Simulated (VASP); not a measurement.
# Pd (P-3m1) in VASP: single point with PBE

Aim: the single point of Pd with PBE.

All numbers are computed with VASP 6.6.1; they aren't measurements. Logs are shortened: lines on timing, memory, paths and dates and some standing lists are left out, and cuts for length are marked.

**1. The cell of the first run**

It takes space group P-3m1 (No. 164, trigonal). The conventional cell has a = 2.780 Å, b = 2.780 Å, c = 22.930 Å, α = 90.00°, β = 90.00°, γ = 120.00°. Within 3.7 Å of Pd (site symmetry 3m) lie 12 Pd at 2.78 to 2.79 Å. Within 3.7 Å of Pd (site symmetry 3m) lie 12 Pd at 2.78 to 2.80 Å. Pd (site symmetry 3m) has 12 Pd at 2.78 to 2.81 Å within 3.7 Å. Pd (site symmetry 3m) has 12 Pd at 2.78 to 2.81 Å within 3.7 Å. Pd (site symmetry 3m) has 12 Pd at 2.78 to 2.79 Å within 3.7 Å.

**2. Single point, PBE**

Input file INCAR:

```
SYSTEM = Pd
  PREC = Accurate
  ENCUT = 520
  EDIFF = 1E-7
  ISMEAR = 0
  SIGMA = 0.1
  LREAL = .FALSE.
  LASPH = .TRUE.
  NELM = 80
  ALGO = Fast
  ISIF = 2
  LWAVE = .FALSE.
  LCHARG = .FALSE.
  GGA = PE
  NBANDS = 61
```

Input file KPOINTS:

```
Automatic mesh
0
G
  18 18 2
  0 0 0
```

Input file POSCAR:

```
Pd
1.0
    2.7799608951      0.0000000000      0.0000000000
   -1.3899804476      2.4075167566      0.0000000000
    0.0000000000      0.0000000000     22.9300085645
Pd
10
Direct
    0.0000000000      0.0000000000     -0.0006994337
    0.3333333333      0.6666666667      0.0987212113
    0.6666666667      0.3333333333      0.1988555820
    0.3333333333      0.6666666667      0.2996195675
    0.6666666667      0.3333333333      0.4003804325
    0.3333333333      0.6666666667      0.5011444180
    0.6666666667      0.3333333333      0.6012787887
    0.0000000000      0.0000000000      0.7006994337
    0.3333333333      0.6666666667      0.8002211913
    0.6666666667      0.3333333333      0.8997788087
```

Potentials or basis: VASP PAW PBE potentials, release 64 (Pd).

Command:

```
$ cat potpaw_PBE.64/Pd/POTCAR > POTCAR
$ mpirun -np 1 vasp_std > vasp.out
```

OUTCAR:

```text
SYSTEM = Pd
   PREC = Accurate
   ENCUT = 520
   EDIFF = 1E-7
   ISMEAR = 0
   LREAL = .FALSE.
   LASPH = .TRUE.
   NELM = 80
   ISIF = 2
   GGA = PE

 ion  position               nearest neighbor table
   1  0.000  0.000  0.999-   2 2.79   2 2.79   2 2.79  10 2.79  10 2.79  10 2.79
   2  0.333  0.667  0.099-   1 2.79   1 2.79   1 2.79   3 2.80   3 2.80   3 2.80
   3  0.667  0.333  0.199-   2 2.80   2 2.80   2 2.80   4 2.81   4 2.81   4 2.81
   4  0.333  0.667  0.300-   5 2.81   5 2.81   5 2.81   3 2.81   3 2.81   3 2.81
   5  0.667  0.333  0.400-   4 2.81   4 2.81   4 2.81   6 2.81   6 2.81   6 2.81
   6  0.333  0.667  0.501-   7 2.80   7 2.80   7 2.80   5 2.81   5 2.81   5 2.81
   7  0.667  0.333  0.601-   8 2.79   8 2.79   8 2.79   6 2.80   6 2.80   6 2.80
   8  0.000  0.000  0.701-   7 2.79   7 2.79   7 2.79   9 2.79   9 2.79   9 2.79
   9  0.333  0.667  0.800-   8 2.79   8 2.79   8 2.79  10 2.79  10 2.79  10 2.79
  10  0.667  0.333  0.900-   1 2.79   1 2.79   1 2.79   9 2.79   9 2.79   9 2.79

  LATTYP: Found a hexagonal cell.
 ALAT       =     2.7799608951
 C/A-ratio  =     8.2483205447

  Lattice vectors:

 A1 = (   2.7799608951,   0.0000000000,   0.0000000000)
 A2 = (  -1.3899804476,   2.4075167566,   0.0000000000)
 A3 = (   0.0000000000,   0.0000000000,  22.9300085645)

Analysis of symmetry for initial positions (statically):
=====================================================================
 Subroutine PRICEL returns:
 Original cell was already a primitive cell.

 Routine SETGRP: Setting up the symmetry group for a
 hexagonal supercell.

 Subroutine GETGRP returns: Found 12 space group operations
 (whereof  6 operations were pure point group operations)
 out of a pool of 24 trial point group operations.

The static configuration has the point symmetry C_3v.
 The point group associated with its full space group is D_3d.

Analysis of symmetry for dynamics (positions and initial velocities):
=====================================================================
 Subroutine PRICEL returns:
 Original cell was already a primitive cell.

 Routine SETGRP: Setting up the symmetry group for a
 hexagonal supercell.

 Subroutine GETGRP returns: Found 12 space group operations
 (whereof  6 operations were pure point group operations)
 out of a pool of 24 trial point group operations.

The dynamic configuration has the point symmetry C_3v.
 The point group associated with its full space group is D_3d.

 Subroutine INISYM returns: Found 12 space group operations
 (whereof  6 operations are pure point group operations),
 and found     1 'primitive' translations

----------------------------------------------------------------------------------------

                                     Primitive cell

  volume of cell :     153.4660

  direct lattice vectors                    reciprocal lattice vectors
     2.779960895  0.000000000  0.000000000     0.359717290  0.207682874  0.000000000
    -1.389980448  2.407516757  0.000000000     0.000000000  0.415365749  0.000000000
     0.000000000  0.000000000 22.930008564     0.000000000  0.000000000  0.043610974

  length of vectors
     2.779960895  2.779960895 22.930008564     0.415365749  0.415365749  0.043610974

  position of ions in fractional coordinates (direct lattice)
     0.000000000  0.000000000  0.999300566
     0.333333333  0.666666667  0.098721211
     0.666666667  0.333333333  0.198855582
     0.333333333  0.666666667  0.299619568
     0.666666667  0.333333333  0.400380433
     0.333333333  0.666666667  0.501144418
     0.666666667  0.333333333  0.601278789
     0.000000000  0.000000000  0.700699434
     0.333333333  0.666666667  0.800221191
     0.666666667  0.333333333  0.899778809

  ion indices of the primitive-cell ions
   primitive index   ion index
                 1           1
                 2           2
                 3           3
                 4           4
                 5           5
                 6           6
                 7           7
                 8           8
                 9           9
                10          10

----------------------------------------------------------------------------------------

 KPOINTS: Automatic mesh

Automatic generation of k-mesh.
 Grid dimensions read from file:
 generate k-points for:   18   18    2

 Generating k-lattice:

  Cartesian coordinates                     Fractional coordinates (reciprocal lattice)
     0.019984294  0.011537937  0.000000000     0.055555556  0.000000000  0.000000000
     0.000000000  0.023075875  0.000000000     0.000000000  0.055555556  0.000000000
     0.000000000  0.000000000  0.021805487     0.000000000  0.000000000  0.500000000

  Length of vectors
     0.023075875  0.023075875  0.021805487

  Shift w.r.t. Gamma in fractional coordinates (k-lattice)
     0.000000000  0.000000000  0.000000000

 Subroutine IBZKPT returns following result:
 ===========================================

 Found     74 irreducible k-points:

 Following reciprocal coordinates:
            Coordinates               Weight
  0.000000  0.000000  0.000000      1.000000
  0.055556  0.000000  0.000000      6.000000
  0.111111  0.000000  0.000000      6.000000
  0.166667  0.000000  0.000000      6.000000
  0.222222 -0.000000  0.000000      6.000000
  0.277778  0.000000  0.000000      6.000000
[... 16 lines left out ...]
  0.333333  0.111111  0.000000     12.000000
  0.388889  0.111111  0.000000     12.000000
 [... further k-points ...]
   k-points           NKPTS =     74   k-points in BZ     NKDIM =     74   number of bands    NBANDS=     61
   number of dos      NEDOS =    301   number of ions     NIONS =     10
   total plane-waves  NPLWV = 103680
   dimension x,y,z NGX =    24 NGY =   24 NGZ =  180
   dimension x,y,z NGXF=    48 NGYF=   48 NGZF=  360
   ions per type =              10
   NGX,Y,Z   is equivalent  to a cutoff of  14.35, 14.35, 13.05 a.u.
   NGXF,Y,Z  is equivalent  to a cutoff of  28.70, 28.70, 26.10 a.u.
 SYSTEM =  Pd
   PREC   = accura    normal or accurate (medium, high low for compatibility)
   ISTART =      0    job   : 0-new  1-cont  2-samecut
   ICHARG =      2    charge: 1-file 2-atom 10-const
   ISPIN  =      1    spin polarized calculation?
   LNONCOLLINEAR =      F non collinear calculations
   LSORBIT =      F    spin-orbit coupling
   LASPH  =      T    aspherical Exc in radial PAW
   ENCUT  =  520.0 eV  38.22 Ry    6.18 a.u.   5.17  5.17 42.63*2*pi/ulx,y,z
   NELM   =     80;   NELMIN=  2; NELMDL= -5     # of ELM steps
   EDIFF  = 0.1E-06   stopping-criterion for ELM
   LREAL  =      F    real-space projection
   EDIFFG = 0.1E-05   stopping-criterion for IOM
   NSW    =      0    number of steps for IOM
   IBRION =     -1    ionic relax: 0-MD 1-quasi-New 2-CG
   NFREE  =      0    steps in history (QN), initial steepest desc. (CG)
   ISIF   =      2    stress and relaxation
   ISYM   =      2    0-nonsym 1-usesym 2-fastsym
   POTIM  = 0.5000    time-step for ionic-motion
   TEBEG  =    0.0;   TEEND  =   0.0 temperature during run
   PSTRESS=    0.0 pullay stress
   NELECT =     100.0000    total number of electrons
   NUPDOWN=      -1.0000    fix difference up-down
   EMIN   =  10.00;   EMAX   =-10.00  energy-range for DOS
   EFERMI =   0.00;   METHOD = LEGACY
   ISMEAR =     0;   SIGMA  =   0.10  broadening in eV -4-tet -1-fermi 0-gaus
   EFERMI_NEDOS =   21; number of points for ismear=-14 and -15
   IALGO  =     68    algorithm
   IMIX   =      4    mixing-type and parameters
     AMIX     =   0.40;   BMIX     =  1.00
     AMIX_MAG =   1.60;   BMIX_MAG =  1.00
  volume/ion in A,a.u.               =      15.35       103.56
  Fermi-wavevector in a.u.,A,eV,Ry     =   1.419289  2.682067 27.407311  2.014381
  Thomas-Fermi vector in A             =   2.540325
   LORBIT       =      0    0 simple, 1 ext, 2 COOP (PROOUT), +10 PAW based schemes
   GGA     = PE    functional components
   LHFCALC =     F    Hartree Fock is set to
   AEXX    =    0.0000 exact exchange contribution
   IVDW    =     0    specifies the selected vdW correction
   LEPSILON=     F    determine dielectric tensor
   LRPA    =     F    only Hartree local field effects (RPA)
 non-spin polarized calculation
 RMM-DIIS sequential band-by-band and
 Gauss-broadening in eV      SIGMA  =   0.10
  energy-cutoff  :      520.00
  volume of cell :      153.47
 maximum number of plane-waves:      4166
 NGX is ok and might be reduce to    24
   NGX = 11   NGY = 11   NGZ = 85

 number of electron     100.0000016 magnetization

 Free energy of the ion-electron system (eV)
  ---------------------------------------------------
  ext. energy  EPLUGINS =         0.00000000
  ---------------------------------------------------
  free energy    TOTEN  =       -52.11881202 eV

  energy without entropy =      -51.98863663  energy(sigma->0) =      -52.05372433

 E-fermi :   9.1284     XC(G=0): -12.9378

 val. band max:        9.1273629422   @ k =   0.3889   0.0556   0.0000
 cond. band min:       9.1286426723   @ k =   0.3889   0.0000   0.0000
 fundamental gap:      0.0012797300
 Fermi energy:         9.1283886110

 k-point     1 :       0.0000    0.0000    0.0000
  band No.  band energies     occupation
      1       2.2883      2.00000
      2       2.6231      2.00000
      3       2.6391      2.00000
      4       3.4895      2.00000
      5       3.4907      2.00000
      6       4.1159      2.00000
[... 53 lines left out ...]
     60      10.1478      0.00000
     61      15.9834      0.00000

 k-point     2 :       0.0556    0.0000    0.0000
  band No.  band energies     occupation
      1       2.3858      2.00000
      2       2.7175      2.00000
      3       2.7334      2.00000
      4       3.5788      2.00000
      5       3.5803      2.00000
      6       4.1887      2.00000
[... 1397 lines left out ...]
     60      16.2981      0.00000
     61      17.0032      0.00000

 k-point    24 :       0.3889    0.1111    0.0000
  band No.  band energies     occupation
      1       4.3053      2.00000
      2       4.3710      2.00000
      3       4.4144      2.00000
      4       4.4343      2.00000
      5       4.5355      2.00000
      6       4.6099      2.00000
[... 53 lines left out ...]
     60      14.8820      0.00000
     61      16.3881      0.00000

 [... further k-points ...]

------------------------ aborting loop because EDIFF is reached ----------------------------------------

  FORCE on cell =-STRESS in cart. coord.  units (eV):
  Direction    XX          YY          ZZ          XY          YZ          ZX
  --------------------------------------------------------------------------------------
  -------------------------------------------------------------------------------------
  Total       -0.2622240     -0.2622240     -0.2815708      0.0000000      0.0000000      0.0000000
  in kB       -2.7376050     -2.7376050     -2.9395844      0.0000000      0.0000000      0.0000000
  external PRESSURE =      -2.8049315 kB  Pullay stress =       0.0000000 kB

 VOLUME and BASIS-vectors are now :
 -----------------------------------------------------------------------------
  energy-cutoff  :      520.00
  volume of cell :      153.47
      direct lattice vectors                 reciprocal lattice vectors
     2.779960895  0.000000000  0.000000000     0.359717290  0.207682874  0.000000000
    -1.389980448  2.407516757  0.000000000     0.000000000  0.415365749  0.000000000
     0.000000000  0.000000000 22.930008564     0.000000000  0.000000000  0.043610974

 POSITION                                       TOTAL-FORCE (eV/Angst)
 -----------------------------------------------------------------------------------
      0.00000      0.00000     22.91397         0.000000      0.000000      0.000901
     -0.00000      1.60501      2.26368         0.000000     -0.000000      0.000697
      1.38998      0.80251      4.55976         0.000000      0.000000      0.001285
     -0.00000      1.60501      6.87028        -0.000000      0.000000      0.000286
      1.38998      0.80251      9.18073         0.000000     -0.000000     -0.000286
     -0.00000      1.60501     11.49125        -0.000000     -0.000000     -0.001285
      1.38998      0.80251     13.78733         0.000000     -0.000000     -0.000697
      0.00000      0.00000     16.06704        -0.000000     -0.000000     -0.000901
     -0.00000      1.60501     18.34908         0.000000      0.000000     -0.000110
      1.38998      0.80251     20.63194        -0.000000     -0.000000      0.000110
 -----------------------------------------------------------------------------------
    total drift:                               -0.000000     -0.000000      0.000000

  FREE ENERGIE OF THE ION-ELECTRON SYSTEM (eV)
  ---------------------------------------------------
  free  energy   TOTEN  =       -52.1188120232 eV

  energy  without entropy=      -51.9886366301  energy(sigma->0) =      -52.05372433
```

Wall time 16 min (1 thread of Intel Xeon 6975P-C (Granite Rapids), shared host); peak memory 0.61 GiB.

Results:

- Free energy: -52.1188 eV
- Pressure: -0.3 GPa
- Band gap on the k mesh: zero (bands 50 and 51 overlap by 0.94 eV)
